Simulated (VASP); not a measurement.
Write the native input for VASP 6.6.1 that does the following.

* Task: single point
* Functional: PBE
* Potentials or basis: VASP PAW PBE potentials, release 64 (K_sv, F)
* Cutoff: 520 eV
* k mesh: 8 × 8 × 8
* Occupations: gaussian, width 0.05 eV
* Spin: no spin polarisation
* Dipole correction: no
* Further INCAR settings: ALGO = Normal; EDIFF = 1e-07; NBANDS = 15

The structure of KF lies in POSCAR:

```
KF
1.0
    3.3508044840      0.0000000000      0.0000000000
    0.0000000000      3.3508044840      0.0000000000
    0.0000000000      0.0000000000      3.0827401253
K F
1 1
Direct
    0.0000000000      0.0000000000      0.0000000000
    0.5000000000      0.5000000000      0.5000000000
```

This cell differs from its parent crystal: ratio of the length along z to the lengths across it x 0.92, volume and fractional coordinates fixed.

The input as run:

INCAR

```
PREC = Accurate
ENCUT = 520
EDIFF = 1E-7
ISMEAR = 0
SIGMA = 0.05
LREAL = False
LASPH = True
NELM = 60
ALGO = Normal
ISIF = 2
LWAVE = False
LCHARG = False
GGA = PE
NBANDS = 15
```

KPOINTS

```
regular mesh
0
Gamma
  8 8 8
```

Potentials or basis: VASP PAW PBE potentials, release 64 (K_sv, F).

Run with:

```bash
$ cat potpaw_PBE.64/K_sv/POTCAR potpaw_PBE.64/F/POTCAR > POTCAR
$ mpirun -np 1 vasp_std > vasp.out
```

Results of the run:

```yaml
Pressure: 0.0 GPa
Band_gap_on_the_k_mesh: 6.01 eV, indirect (least direct gap 6.05 eV)
```

It took 44 s on 1 thread of Intel(R) Xeon(R) Platinum 8259CL CPU @ 2.50GHz (Skylake/Cascade Lake) (shared host), peak memory 0.17 GiB.
